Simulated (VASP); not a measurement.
# Ba in VASP: a series of runs

Ba is run at these levels: PBE, PBEsol; tasks: single point.

Program: VASP 6.6.1. These are calculated values, not measurements. Logs are shortened: lines on timing, memory, paths and dates and some standing lists are left out, and cuts for length are marked.

## (1) The cell of the first run

It takes space group Im-3m (No. 229, cubic). Conventional cell: a = 4.923 Å, b = 4.923 Å, c = 4.923 Å, α = 90.00°, β = 90.00°, γ = 90.00°. Ba (site symmetry m-3m) has 14 Ba at 4.26 to 4.92 Å within 5.6 Å.

## (2) Single point, PBE (functional PBE, strained)

File INCAR:

```
ALGO     = Fast           # electronic algorithm
EDIFF    = 1E-6           # SCF threshold, eV
ENCUT    = 520            # plane-wave cutoff, eV
GGA      = PE             # functional
ISIF     = 2              # what is computed and relaxed
ISMEAR   = 0              # smearing method
LASPH    = True           # aspherical terms in the spheres
LCHARG   = False          # write CHGCAR
LREAL    = False          # projectors in reciprocal space
LWAVE    = False          # write WAVECAR
NBANDS   = 11             # bands
NELM     = 80             # most SCF steps
PREC     = Accurate       # precision mode
SIGMA    = 0.1            # smearing width, eV
```

File KPOINTS:

```
k-points
0
Gamma
  12 12 12
```

File POSCAR:

```
Ba
1.0
   -2.4613750000      2.4613750000      2.4613750000
    2.4613750000     -2.4613750000      2.4613750000
    2.4613750000      2.4613750000     -2.4613750000
Ba
1
Direct
    0.0000000000      0.0000000000      0.0000000000
```

Potentials or basis: VASP PAW PBE potentials, release 64 (Ba_sv).

On the command line:

```console
> cat potpaw_PBE.64/Ba_sv/POTCAR > POTCAR
> mpirun -np 1 vasp_std > vasp.out
```

OUTCAR:

```text
EDIFF = 1E-6
   ENCUT = 520
   GGA = PE
   ISIF = 2
   ISMEAR = 0
   LASPH = True
   LREAL = False
   NELM = 80
   PREC = Accurate

 ion  position               nearest neighbor table
   1  0.000  0.000  0.000-

  LATTYP: Found a body centered cubic cell.
 ALAT       =     4.9227500000

  Lattice vectors:

 A1 = (  -2.4613750000,   2.4613750000,   2.4613750000)
 A2 = (   2.4613750000,  -2.4613750000,   2.4613750000)
 A3 = (   2.4613750000,   2.4613750000,  -2.4613750000)

Analysis of symmetry for initial positions (statically):
=====================================================================
 Subroutine PRICEL returns:
 Original cell was already a primitive cell.

 Routine SETGRP: Setting up the symmetry group for a
 body centered cubic supercell.

 Subroutine GETGRP returns: Found 48 space group operations
 (whereof 48 operations were pure point group operations)
 out of a pool of 48 trial point group operations.

The static configuration has the point symmetry O_h .

Analysis of symmetry for dynamics (positions and initial velocities):
=====================================================================
 Subroutine PRICEL returns:
 Original cell was already a primitive cell.

 Routine SETGRP: Setting up the symmetry group for a
 body centered cubic supercell.

 Subroutine GETGRP returns: Found 48 space group operations
 (whereof 48 operations were pure point group operations)
 out of a pool of 48 trial point group operations.

The dynamic configuration has the point symmetry O_h .

 Subroutine INISYM returns: Found 48 space group operations
 (whereof 48 operations are pure point group operations),
 and found     1 'primitive' translations

----------------------------------------------------------------------------------------

                                     Primitive cell

  volume of cell :      59.6477

  direct lattice vectors                    reciprocal lattice vectors
    -2.461375000  2.461375000  2.461375000     0.000000000  0.203138490  0.203138490
     2.461375000 -2.461375000  2.461375000     0.203138490  0.000000000  0.203138490
     2.461375000  2.461375000 -2.461375000     0.203138490  0.203138490  0.000000000

  length of vectors
     4.263226556  4.263226556  4.263226556     0.287281207  0.287281207  0.287281207

  position of ions in fractional coordinates (direct lattice)
     0.000000000  0.000000000  0.000000000

  ion indices of the primitive-cell ions
   primitive index   ion index
                 1           1

----------------------------------------------------------------------------------------

 KPOINTS: k-points

Automatic generation of k-mesh.
 Grid dimensions read from file:
 generate k-points for:   12   12   12

 Generating k-lattice:

  Cartesian coordinates                     Fractional coordinates (reciprocal lattice)
     0.000000000  0.016928207  0.016928207     0.083333333  0.000000000  0.000000000
     0.016928207  0.000000000  0.016928207     0.000000000  0.083333333  0.000000000
     0.016928207  0.016928207  0.000000000     0.000000000  0.000000000  0.083333333

  Length of vectors
     0.023940101  0.023940101  0.023940101

  Shift w.r.t. Gamma in fractional coordinates (k-lattice)
     0.000000000  0.000000000  0.000000000

 Subroutine IBZKPT returns following result:
 ===========================================

 Found     72 irreducible k-points:

 Following reciprocal coordinates:
            Coordinates               Weight
  0.000000  0.000000  0.000000      1.000000
  0.083333  0.000000  0.000000     12.000000
  0.166667  0.000000  0.000000     12.000000
  0.250000  0.000000  0.000000     12.000000
  0.333333  0.000000  0.000000     12.000000
  0.416667  0.000000  0.000000     12.000000
[... 16 lines left out ...]
  0.333333  0.083333  0.083333     24.000000
  0.416667  0.083333  0.083333     12.000000
 [... further k-points ...]
   k-points           NKPTS =     72   k-points in BZ     NKDIM =     72   number of bands    NBANDS=     11
   number of dos      NEDOS =    301   number of ions     NIONS =      1
   total plane-waves  NPLWV =  32768
   dimension x,y,z NGX =    32 NGY =   32 NGZ =   32
   dimension x,y,z NGXF=    64 NGYF=   64 NGZF=   64
   ions per type =               1
   NGX,Y,Z   is equivalent  to a cutoff of  12.48, 12.48, 12.48 a.u.
   NGXF,Y,Z  is equivalent  to a cutoff of  24.96, 24.96, 24.96 a.u.
 SYSTEM =  unknown system
   PREC   = accura    normal or accurate (medium, high low for compatibility)
   ISTART =      0    job   : 0-new  1-cont  2-samecut
   ICHARG =      2    charge: 1-file 2-atom 10-const
   ISPIN  =      1    spin polarized calculation?
   LNONCOLLINEAR =      F non collinear calculations
   LSORBIT =      F    spin-orbit coupling
   LASPH  =      T    aspherical Exc in radial PAW
   ENCUT  =  520.0 eV  38.22 Ry    6.18 a.u.   7.93  7.93  7.93*2*pi/ulx,y,z
   NELM   =     80;   NELMIN=  2; NELMDL= -5     # of ELM steps
   EDIFF  = 0.1E-05   stopping-criterion for ELM
   LREAL  =      F    real-space projection
   EDIFFG = 0.1E-04   stopping-criterion for IOM
   NSW    =      0    number of steps for IOM
   IBRION =     -1    ionic relax: 0-MD 1-quasi-New 2-CG
   NFREE  =      0    steps in history (QN), initial steepest desc. (CG)
   ISIF   =      2    stress and relaxation
   ISYM   =      2    0-nonsym 1-usesym 2-fastsym
   POTIM  = 0.5000    time-step for ionic-motion
   TEBEG  =    0.0;   TEEND  =   0.0 temperature during run
   PSTRESS=    0.0 pullay stress
   NELECT =      10.0000    total number of electrons
   NUPDOWN=      -1.0000    fix difference up-down
   EMIN   =  10.00;   EMAX   =-10.00  energy-range for DOS
   EFERMI =   0.00;   METHOD = LEGACY
   ISMEAR =     0;   SIGMA  =   0.10  broadening in eV -4-tet -1-fermi 0-gaus
   EFERMI_NEDOS =   21; number of points for ismear=-14 and -15
   IALGO  =     68    algorithm
   IMIX   =      4    mixing-type and parameters
     AMIX     =   0.40;   BMIX     =  1.00
     AMIX_MAG =   1.60;   BMIX_MAG =  1.00
  volume/ion in A,a.u.               =      59.65       402.52
  Fermi-wavevector in a.u.,A,eV,Ry     =   0.902701  1.705857 11.086956  0.814868
  Thomas-Fermi vector in A             =   2.025936
   LORBIT       =      0    0 simple, 1 ext, 2 COOP (PROOUT), +10 PAW based schemes
   GGA     = PE    functional components
   LHFCALC =     F    Hartree Fock is set to
   AEXX    =    0.0000 exact exchange contribution
   IVDW    =     0    specifies the selected vdW correction
   LEPSILON=     F    determine dielectric tensor
   LRPA    =     F    only Hartree local field effects (RPA)
 non-spin polarized calculation
 RMM-DIIS sequential band-by-band and
 Gauss-broadening in eV      SIGMA  =   0.10
  energy-cutoff  :      520.00
  volume of cell :       59.65
 maximum number of plane-waves:      1638
   NGX = 15   NGY = 15   NGZ = 15

 number of electron      10.0000000 magnetization

 number of electron       9.9999999 magnetization

 Free energy of the ion-electron system (eV)
  ---------------------------------------------------
  ext. energy  EPLUGINS =         0.00000000
  ---------------------------------------------------
  free energy    TOTEN  =        -1.90358608 eV

  energy without entropy =       -1.89722299  energy(sigma->0) =       -1.90040453

 E-fermi :   1.8308     XC(G=0):  -7.5852

 val. band max:        1.8193906754   @ k =  -0.3333   0.3333   0.3333
 cond. band min:       1.8510379691   @ k =  -0.4167  -0.4167   0.1667
 fundamental gap:      0.0316472937
 Fermi energy:         1.8307518147

 k-point     1 :       0.0000    0.0000    0.0000
  band No.  band energies     occupation
      1     -26.9625      2.00000
      2     -11.8781      2.00000
      3     -11.8781      2.00000
      4     -11.8781      2.00000
      5      -0.9430      2.00000
      6       3.7243      0.00000
      7       3.7243      0.00000
      8       3.7243      0.00000
      9       5.1988      0.00000
     10       5.1988      0.00000
     11       8.9273      0.00000

 k-point     2 :       0.0833    0.0000    0.0000
  band No.  band energies     occupation
      1     -26.9589      2.00000
      2     -11.9179      2.00000
      3     -11.8901      2.00000
      4     -11.8784      2.00000
      5      -0.8040      2.00000
      6       3.6095      0.00000
      7       3.6636      0.00000
      8       3.8658      0.00000
      9       5.0112      0.00000
     10       5.1882      0.00000
     11       9.1236      0.00000

 k-point     3 :       0.1667    0.0000    0.0000
  band No.  band energies     occupation
      1     -26.9489      2.00000
      2     -12.0241      2.00000
      3     -11.9227      2.00000
      4     -11.8792      2.00000
      5      -0.4173      2.00000
      6       3.3336      0.00000
      7       3.4007      0.00000
      8       4.2830      0.00000
      9       4.8424      0.00000
     10       5.1883      0.00000
     11       9.4212      0.00000

 k-point     4 :       0.2500    0.0000    0.0000
  band No.  band energies     occupation
      1     -26.9351      2.00000
      2     -12.1635      2.00000
      3     -11.9666      2.00000
      4     -11.8803      2.00000
      5       0.1186      2.00000
      6       3.0184      0.00000
      7       3.0301      0.00000
      8       4.9482      0.00000
      9       4.9531      0.00000
     10       5.2569      0.00000
     11       9.3295      0.00000
[... 239 lines left out ...]
 k-point    22 :       0.2500    0.0833    0.0833
  band No.  band energies     occupation
      1     -26.9188      2.00000
      2     -12.3002      2.00000
      3     -12.0146      2.00000
      4     -11.9149      2.00000
      5       0.8741      2.00000
      6       2.6163      0.00000
      7       2.6682      0.00000
      8       5.2399      0.00000
      9       5.5256      0.00000
     10       6.2924      0.00000
     11       8.9750      0.00000

 k-point    23 :       0.3333    0.0833    0.0833
  band No.  band energies     occupation
      1     -26.9098      2.00000
      2     -12.3661      2.00000
      3     -12.0608      2.00000
      4     -11.9180      2.00000
      5       1.1466      2.00000
      6       2.4789      0.00000
      7       2.8637      0.00000
      8       5.3426      0.00000
      9       5.7265      0.00000
     10       7.1050      0.00000
     11       8.3277      0.00000

 k-point    24 :       0.4167    0.0833    0.0833
  band No.  band energies     occupation
      1     -26.9065      2.00000
      2     -12.3893      2.00000
      3     -12.0782      2.00000
      4     -11.9191      2.00000
      5       1.1962      2.00000
      6       2.4327      0.00000
      7       3.0658      0.00000
      8       5.3282      0.00000
      9       5.8248      0.00000
     10       7.6474      0.00000
     11       7.8971      0.00000

 [... further k-points ...]
[... 5 lines left out ...]
  --------------------------------------------------------------------------------------
  -------------------------------------------------------------------------------------
  Total        0.2253594      0.2253594      0.2253594      0.0000000      0.0000000      0.0000000
  in kB        6.0533098      6.0533098      6.0533098      0.0000000      0.0000000      0.0000000
  external PRESSURE =       6.0533098 kB  Pullay stress =       0.0000000 kB

 VOLUME and BASIS-vectors are now :
 -----------------------------------------------------------------------------
  energy-cutoff  :      520.00
  volume of cell :       59.65
      direct lattice vectors                 reciprocal lattice vectors
    -2.461375000  2.461375000  2.461375000     0.000000000  0.203138490  0.203138490
     2.461375000 -2.461375000  2.461375000     0.203138490  0.000000000  0.203138490
     2.461375000  2.461375000 -2.461375000     0.203138490  0.203138490  0.000000000

 POSITION                                       TOTAL-FORCE (eV/Angst)
 -----------------------------------------------------------------------------------
      0.00000      0.00000      0.00000         0.000000      0.000000      0.000000
 -----------------------------------------------------------------------------------
    total drift:                                0.000000      0.000000     -0.000000

  FREE ENERGIE OF THE ION-ELECTRON SYSTEM (eV)
  ---------------------------------------------------
  free  energy   TOTEN  =        -1.9035860805 eV

  energy  without entropy=       -1.8972229889  energy(sigma->0) =       -1.90040453
```

It took 23 s on 1 thread of Intel Xeon Platinum 8488C (Sapphire Rapids), shared host; peak memory 0.2 GiB.

What came out:

| Property | Result |
| --- | --- |
| Free energy | -1.9036 eV |
| Pressure | 0.6 GPa |
| Band gap on the k mesh | zero (band 5 reaches 2.40 eV, above the bottom of band 6 at 1.21 eV) |

Levels at points of the mesh, in eV from the Fermi level:
```tsv
k point	band 1	band 2	band 3	band 4	band 5	band 6	band 7	band 8	band 9	band 10
(0.00, 0.00, 0.00)	-28.79	-13.71	-13.71	-13.71	-2.77	1.89	1.89	1.89	3.37	3.37
(0.50, 0.00, 0.00)	-28.74	-14.26	-13.88	-13.71	-0.93	0.69	1.42	3.36	3.97	5.52
(0.50, 0.50, 0.50)	-28.70	-14.09	-14.09	-14.09	-0.62	-0.62	4.64	4.64	4.64	4.98
```

Caveat: the cell differs from its parent crystal (functional PBE, strained); spin-orbit coupling is left out, which moves the levels of the heavy elements.

## (3) Single point, PBEsol (the cell strained at random)

File INCAR:

```
SYSTEM = Ba
PREC     = Accurate       ! precision mode
ENCUT    = 520            ! plane-wave cutoff, eV
EDIFF    = 1E-7           ! SCF threshold, eV
ISMEAR   = 0              ! smearing method
SIGMA    = 0.1            ! smearing width, eV
LREAL    = .False.        ! projectors in reciprocal space
LASPH    = .True.         ! aspherical terms in the spheres
NELM     = 100            ! most SCF steps
ALGO     = Fast           ! electronic algorithm
ISIF     = 2              ! what is computed and relaxed
LWAVE    = .False.        ! write WAVECAR
LCHARG   = .False.        ! write CHGCAR
GGA      = PS             ! functional
NBANDS   = 11             ! bands
```

File KPOINTS:

```
Automatic mesh
0
Gamma
  10 10 10
  0 0 0
```

File POSCAR:

```
Ba
1.0
   -2.5407750000      2.5047500000      2.5337750000
    2.5281750000     -2.5547500000      2.5711750000
    2.5500750000      2.5640500000     -2.5837750000
Ba
1
Direct
    0.0000000000      0.0000000000      0.0000000000
```

Potentials or basis: VASP PAW PBE potentials, release 64 (Ba_sv).

On the command line:

```console
> cat potpaw_PBE.64/Ba_sv/POTCAR > POTCAR
> mpirun -np 1 vasp_std > vasp.out
```

Wall time 4.8 min (1 thread of Intel Xeon Platinum 8488C (Sapphire Rapids), shared host); peak memory 0.49 GiB.

The run converged. Its results:

| Property | Result |
| --- | --- |
| Free energy | -2.1286 eV |
| Pressure | -0.9 GPa |
| Band gap on the k mesh | zero (band 5 reaches 1.70 eV, above the bottom of band 6 at 0.93 eV) |

Stress tensor (GPa, compression positive):
```
-0.89 -0.03  0.05
-0.03 -0.89  0.19
 0.05  0.19 -0.92
```

Levels at points of the mesh, in eV from the Fermi level:
| k point | band 3 | band 4 | band 5 | band 6 | band 7 | band 8 |
| --- | --- | --- | --- | --- | --- | --- |
| (0.00, 0.00, 0.00) | -13.87 | -13.86 | -2.73 | 1.71 | 1.76 | 1.86 |
| (0.50, 0.00, 0.00) | -14.01 | -13.88 | -0.85 | 0.71 | 1.21 | 3.02 |
| (0.00, 0.50, 0.00) | -14.00 | -13.87 | -0.86 | 0.71 | 1.16 | 3.06 |
| (0.50, 0.50, 0.00) | -14.01 | -13.87 | -0.86 | 0.67 | 1.17 | 3.12 |
| (0.00, 0.00, 0.50) | -14.00 | -13.87 | -0.86 | 0.66 | 1.15 | 3.14 |
| (0.50, 0.00, 0.50) | -14.00 | -13.87 | -0.87 | 0.71 | 1.13 | 3.08 |
| (0.00, 0.50, 0.50) | -13.99 | -13.87 | -0.88 | 0.68 | 1.09 | 3.14 |
| (0.50, 0.50, 0.50) | -14.16 | -14.14 | -0.47 | -0.46 | 4.09 | 4.16 |

Caveat: the cell differs from its parent crystal (the cell strained at random); the PAW data sets were made with another functional, which shifts forces and pressure a little; spin-orbit coupling is left out, which moves the levels of the heavy elements.

## (4) Single point, PBEsol (the cell strained at random)

File INCAR:

```
ALGO = Fast
EDIFF = 1E-6
ENCUT = 520
GGA = PS
ISIF = 2
ISMEAR = 0
LASPH = True
LCHARG = True
LELF = True
LREAL = False
LVHAR = True
LWAVE = False
NBANDS = 11
NELM = 60
PREC = Accurate
SIGMA = 0.1
```

File KPOINTS:

```
k-points
0
Gamma
  10 10 10
```

File POSCAR:

```
Ba
1.0
   -2.6030750000      2.6179250000      2.5847250000
    2.6052250000     -2.6238250000      2.5927750000
    2.5803250000      2.6010750000     -2.5906250000
Ba
1
Direct
    0.0000000000      0.0000000000      0.0000000000
```

On the command line:

```console
> cat potpaw_PBE.64/Ba_sv/POTCAR > POTCAR
> mpirun -np 1 vasp_std > vasp.out
```

Wall time 4.6 min (1 thread of Intel Xeon Platinum 8488C (Sapphire Rapids), shared host); peak memory 0.51 GiB.

Results (log left out):

| Property | Result |
| --- | --- |
| Free energy | -2.0993 eV |
| Pressure | -1.3 GPa |
| Band gap on the k mesh | zero (band 5 reaches 1.47 eV, above the bottom of band 6 at 0.81 eV) |

Stress tensor (GPa, compression positive):
```
-1.28  0.07 -0.01
 0.07 -1.30  0.02
-0.01  0.02 -1.27
```

Levels at points of the mesh, in eV from the Fermi level:
| k point | band 1 | band 2 | band 3 | band 4 | band 5 | band 6 | band 7 | band 8 | band 9 | band 10 |
| --- | --- | --- | --- | --- | --- | --- | --- | --- | --- | --- |
| (0.00, 0.00, 0.00) | -29.04 | -14.02 | -14.02 | -14.02 | -2.69 | 1.67 | 1.68 | 1.74 | 2.97 | 3.02 |
| (0.50, 0.00, 0.00) | -29.02 | -14.35 | -14.13 | -14.02 | -0.83 | 0.70 | 0.98 | 2.89 | 3.44 | 4.71 |
| (0.00, 0.50, 0.00) | -29.02 | -14.35 | -14.13 | -14.02 | -0.83 | 0.66 | 0.99 | 2.95 | 3.47 | 4.71 |
| (0.50, 0.50, 0.00) | -29.02 | -14.35 | -14.12 | -14.02 | -0.84 | 0.70 | 0.95 | 2.91 | 3.47 | 4.68 |
| (0.00, 0.00, 0.50) | -29.02 | -14.35 | -14.13 | -14.02 | -0.83 | 0.71 | 1.00 | 2.86 | 3.41 | 4.73 |
| (0.50, 0.00, 0.50) | -29.02 | -14.35 | -14.13 | -14.02 | -0.83 | 0.66 | 1.00 | 2.94 | 3.47 | 4.72 |
| (0.00, 0.50, 0.50) | -29.02 | -14.35 | -14.13 | -14.02 | -0.84 | 0.70 | 0.97 | 2.90 | 3.46 | 4.70 |
| (0.50, 0.50, 0.50) | -29.00 | -14.26 | -14.25 | -14.25 | -0.40 | -0.39 | 3.80 | 3.88 | 3.89 | 4.24 |

Caveat: the cell differs from its parent crystal (the cell strained at random); the PAW data sets were made with another functional, which shifts forces and pressure a little; spin-orbit coupling is left out, which moves the levels of the heavy elements.

## (5) Summary

| level | cell | k mesh | further INCAR settings | gap on the mesh (eV) | pressure (GPa) |
| --- | --- | --- | --- | --- | --- |
| PBE | a = 4.263 Å, angles 109.5°, 1 atom | 12 × 12 × 12 | ALGO = Fast; EDIFF = 1e-06; NBANDS = 11 | none | 0.6 |
| PBEsol | a = 4.376, b = 4.419, c = 4.444 Å, angles 110.1, 109.8, 109.0°, 1 atom | 10 × 10 × 10 | ALGO = Fast; EDIFF = 1e-07; NBANDS = 11 | none | -0.9 |
| PBEsol | a = 4.507, b = 4.516, c = 4.487 Å, angles 109.7, 109.1, 110.0°, 1 atom | 10 × 10 × 10 | ALGO = Fast; EDIFF = 1e-06; NBANDS = 11 | none | -1.3 |

Alike in all rows: task single point; potentials or basis VASP PAW PBE potentials, release 64 (Ba_sv); no spin polarisation; cutoff (eV) 520; smearing gaussian 0.1 eV.

Caveats: spin-orbit coupling is left out, which moves the levels of the heavy elements; the PAW data sets were made with another functional, which shifts forces and pressure a little (some runs).

Absolute energies hang on the potentials; compare differences alone.
